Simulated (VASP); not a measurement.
A run of VASP 6.6.1:

The input INCAR:

```
PREC = Accurate ; ENCUT = 520
EDIFF = 1E-6 ; ISMEAR = 0
SIGMA = 0.15 ; LREAL = F
LASPH = T ; NELM = 100
ALGO = Fast ; ISIF = 2
LWAVE = F ; LCHARG = F
GGA = PS ; NBANDS = 18
```

The input KPOINTS:

```
Automatic mesh
0
Gamma
  14 14 14
```

File POSCAR:

```
SrTl
1.0
    4.0436276122     -0.2128225059     -0.2128225059
   -0.2128225059      4.0436276122     -0.2128225059
   -0.2128225059     -0.2128225059      4.0436276122
Sr Tl
1 1
Direct
    0.0000000000      0.0000000000      0.0000000000
    0.5000000000      0.5000000000      0.5000000000
```

Potentials or basis: VASP PAW PBE potentials, release 64 (Sr_sv, Tl_d).

The run is started by

```bash
$ cat potpaw_PBE.64/Sr_sv/POTCAR potpaw_PBE.64/Tl_d/POTCAR > POTCAR
$ mpirun -np 1 vasp_std > vasp.out
```

Hardware: 1 thread of Intel(R) Xeon(R) 6975P-C (Granite Rapids), with other jobs on the host.

**Question.** How long does it take, and how much memory?

**Answer.** It took 2.5 min on 1 thread of Intel(R) Xeon(R) 6975P-C (Granite Rapids) (shared host), peak memory 0.44 GiB. Counts: scf iterations 15, k points 288.
